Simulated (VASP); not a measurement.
Write the native input for VASP 6.6.1 that does the following.

| Property | Result |
| --- | --- |
| Task | single point |
| Functional | r2SCAN |
| Potentials or basis | VASP PAW PBE potentials, release 64 (Sb) |
| Cutoff | 520 eV |
| k mesh | 8 × 8 × 8 |
| Occupations | fermi-dirac, width 0.05 eV |
| Spin | no spin polarisation |
| Dipole correction | no |
| Further INCAR settings | ALGO = Normal; EDIFF = 1e-06; NBANDS = 12 |

The system is Sb.

```
CELL_PARAMETERS angstrom
2.13974 1.23538 3.73278
-2.13974 1.23538 3.73278
0.00000 -2.47076 3.73278
ATOMIC_POSITIONS crystal
Sb 0.76651 0.76651 0.76651
Sb 0.23349 0.23349 0.23349
```

These files were run (other wordings do the same):

POSCAR

```
Sb
1.0
    2.1397418462      1.2353805309      3.7327777635
   -2.1397418462      1.2353805309      3.7327777635
    0.0000000000     -2.4707610619      3.7327777635
Sb
2
Direct
    0.7665100000      0.7665100000      0.7665100000
    0.2334900000      0.2334900000      0.2334900000
```

INCAR.step1

```
PREC     = Accurate       # precision mode
ENCUT    = 520            # plane-wave cutoff, eV
ISMEAR   = -1             # smearing method
SIGMA    = 0.05           # smearing width, eV
LREAL    = F              # projectors in reciprocal space
LASPH    = T              # aspherical terms in the spheres
NELM     = 80             # most SCF steps
NBANDS   = 12             # bands
GGA      = PE             # functional
ALGO     = Normal         # electronic algorithm
EDIFF    = 1E-4           # SCF threshold, eV
LWAVE    = T              # write WAVECAR
LCHARG   = F              # write CHGCAR
```

INCAR.step2

```
PREC     = Accurate       # precision mode
ENCUT    = 520            # plane-wave cutoff, eV
EDIFF    = 1E-6           # SCF threshold, eV
ISMEAR   = -1             # smearing method
SIGMA    = 0.05           # smearing width, eV
LREAL    = F              # projectors in reciprocal space
LASPH    = T              # aspherical terms in the spheres
NELM     = 80             # most SCF steps
ALGO     = Normal         # electronic algorithm
ISIF     = 2              # what is computed and relaxed
LWAVE    = F              # write WAVECAR
LCHARG   = F              # write CHGCAR
METAGGA  = R2SCAN         # meta-GGA
LMIXTAU  = T            
NBANDS   = 12             # bands
ISTART   = 1
```

KPOINTS

```
Automatic mesh
0
Gamma
  8 8 8
```

Potentials or basis: VASP PAW PBE potentials, release 64 (Sb).

Run with:

```bash
$ cat potpaw_PBE.64/Sb/POTCAR > POTCAR
$ cp INCAR.step1 INCAR
$ mpirun -np 1 vasp_std > vasp.out
$ cp INCAR.step2 INCAR
$ mpirun -np 1 vasp_std > vasp.out
```

It gave:

```yaml
Pressure: 3.1 GPa
Largest_force: 0.162 eV/Å
Band_gap_on_the_k_mesh: zero (band 5 reaches 7.68 eV, above the bottom of band 6 at 7.45 eV)
```

Caveat: the PAW data sets were made with another functional, which shifts forces and pressure a little; spin-orbit coupling is left out, which moves the levels of the heavy elements.

Wall time 97 s on 1 thread of Intel(R) Xeon(R) 6975P-C (Granite Rapids), with other jobs on the host, peak memory 0.21 GiB.
